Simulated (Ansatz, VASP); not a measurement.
IrSe in VASP and in Ansatz

```
CELL_PARAMETERS angstrom
0.00000 2.55864 2.55864
2.55864 0.00000 2.55864
2.55864 2.55864 0.00000
ATOMIC_POSITIONS crystal
Ir 0.50000 0.50000 0.50000
Se 0.00000 0.00000 0.00000
```

Alike in both runs: task single point; functional r2SCAN; k mesh 12 × 12 × 12; occupations gaussian, width 0.05 eV; no spin polarisation.

|  | VASP | Ansatz |
| --- | --- | --- |
| version | VASP 6.6.1 | Ansatz 0.2.0 |
| potentials or method | VASP PAW PBE potentials, release 64 (Ir, Se), cutoff 520 eV | scalar-relativistic, plane waves, PAW |
| valence electrons in the cell | 15 | 33 |

Ansatz gave:

```
gap on the k mesh at the Fermi level (eV) : none
pressure (GPa)                            : 3.6
```

Problem. Estimate VASP's values.

Solution. gap on the k mesh at the Fermi level (eV): none; pressure (GPa): 4.5.

VASP's potentials were made for PBE, not for r2SCAN. A gap of «none» marks a metal or a gap that the smearing closes. The functional is the same, so the differences come from potentials, cutoffs and numerics. VASP's potentials hold 15 valence electrons a cell and Ansatz's 33, so a difference there can come from the potentials and not from the codes.

Neither program's run includes spin-orbit coupling.
